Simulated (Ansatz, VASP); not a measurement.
## Zr in VASP and in Ansatz

INCAR

```
ALGO = Normal
EDIFF = 1E-6
ENCUT = 520
GGA = PE
ISIF = 2
ISMEAR = -1
LASPH = T
LCHARG = F
LREAL = F
LWAVE = F
NBANDS = 12
NELM = 100
PREC = Accurate
SIGMA = 0.1
```

File KPOINTS:

```
k-points
0
Gamma
  20 20 20
```

Contents of POSCAR:

```
Zr
1.0
    0.0000000000      2.2018811965      2.2018811965
    2.2018811965      0.0000000000      2.2018811965
    2.2018811965      2.2018811965      0.0000000000
Zr
1
Direct
    0.0000000000      0.0000000000      0.0000000000
```

Input for Ansatz:

```yaml
crystal:
  lattice:
    - [0.0, 2.2018811965, 2.2018811965]
    - [2.2018811965, 0.0, 2.2018811965]
    - [2.2018811965, 2.2018811965, 0.0]
  atoms:
    - { symbol: Zr, position: [0.0, 0.0, 0.0] }
hamiltonian:
  xc: pbe
  pseudopotentials:
    kind: paw
    azcp:
      Zr: "pseudopotentials/Zr.paw.azcp"
basis:
  ecutwfc: 420
  fft_grid_basis: typed
kpoints:
  mp_grid: { grid: [20, 20, 20], shift: [0, 0, 0] }
magnetization:
  spin_polarized: false
scf:
  occupations: { method: fermi_dirac, width: 0.1 }
output:
  stress: true
```

Alike in both runs: task single point; functional PBE; k mesh 20 × 20 × 20; occupations fermi-dirac, width 0.1 eV; no spin polarisation.

|  | VASP | Ansatz |
| --- | --- | --- |
| version | VASP 6.6.1 | Ansatz 0.2.0 |
| potentials or method | VASP PAW PBE potentials, release 64 (Zr_sv), cutoff 520 eV | plane waves (420 eV) with PAW, scalar-relativistic |
| valence electrons in the cell | 12 | 12 |

|  | VASP | Ansatz | Ansatz less VASP |
| --- | --- | --- | --- |
| pressure (GPa) | 8.8 | 8.8 | -0.04 |

With one functional, cell and mesh, what is left measures potentials, basis and numerics.
